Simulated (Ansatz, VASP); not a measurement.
**NaCl in VASP and in Ansatz**

Contents of INCAR:

```
SYSTEM = NaCl
  PREC = Accurate
  ENCUT = 520
  EDIFF = 1E-6
  ISMEAR = 0
  SIGMA = 0.05
  LREAL = .False.
  LASPH = .True.
  NELM = 60
  ALGO = Normal
  ISIF = 2
  LWAVE = .False.
  LCHARG = .False.
  GGA = PE
  NBANDS = 14
```

Contents of KPOINTS:

```
regular mesh
0
Gamma
  8 8 8
  0 0 0
```

File POSCAR:

```
NaCl
1.0
    0.0000000000      2.8317500000      2.8317500000
    2.8317500000      0.0000000000      2.8317500000
    2.8317500000      2.8317500000      0.0000000000
Na Cl
1 1
Direct
    0.0000000000      0.0000000000      0.0000000000
    0.5749119924      0.4250880076      0.5000000000
```

Input for Ansatz:

```yaml
crystal:
  lattice:
    - [0.0, 2.83175, 2.83175]
    - [2.83175, 0.0, 2.83175]
    - [2.83175, 2.83175, 0.0]
  atoms:
    - { symbol: Na, position: [0.0, 0.0, 0.0] }
    - { symbol: Cl, position: [0.5749119924, 0.4250880076, 0.5] }
basis:
  ecutwfc: 420
kpoints:
  mp_grid: { grid: [8, 8, 8] }
hamiltonian:
  xc: pbe
scf:
  occupations: { method: gaussian, width: 0.05 }
output:
  forces: true
  stress: true
  eigenvalues: true
  write_density: true
  write_potential: true
  elf: true
  volumetric_format: npy
```

Change from the starting cell: all Cl atoms moved -0.300 Å, as atom 2 along Cartesian [1 -1 0].

Alike in both runs: task single point; functional PBE; k mesh 8 × 8 × 8; occupations gaussian, width 0.05 eV; no spin polarisation.

```csv
,VASP,Ansatz
version,VASP 6.6.1,Ansatz 0.2.0
potentials or method,"VASP PAW PBE potentials, release 64 (Na_pv, Cl), cutoff 520 eV","scalar-relativistic, plane waves, PAW"
valence electrons in the cell,14,16
```

VASP gave:

| Quantity | Value |
| --- | --- |
| gap on the k mesh at the Fermi level (eV) | 5.07 |
| least direct gap on the mesh (eV) | 5.07 |
| pressure (GPa) | 1.4 |
| traceless stress, the component that is largest in VASP (GPa) | -1.14 |
| rms of the force components (eV/Å) | 0.246 |

Question: Estimate Ansatz's values.

Answer: gap on the k mesh at the Fermi level (eV): 5.07; least direct gap on the mesh (eV): 5.07; pressure (GPa): 1.4; traceless stress, the component that is largest in VASP (GPa): -1.13; rms of the force components (eV/Å): 0.244.

Atom by atom the forces differ by 0.002 eV/Å (rms over components). VASP's potentials hold 14 valence electrons a cell and Ansatz's 16, so a difference there can come from the potentials and not from the codes.
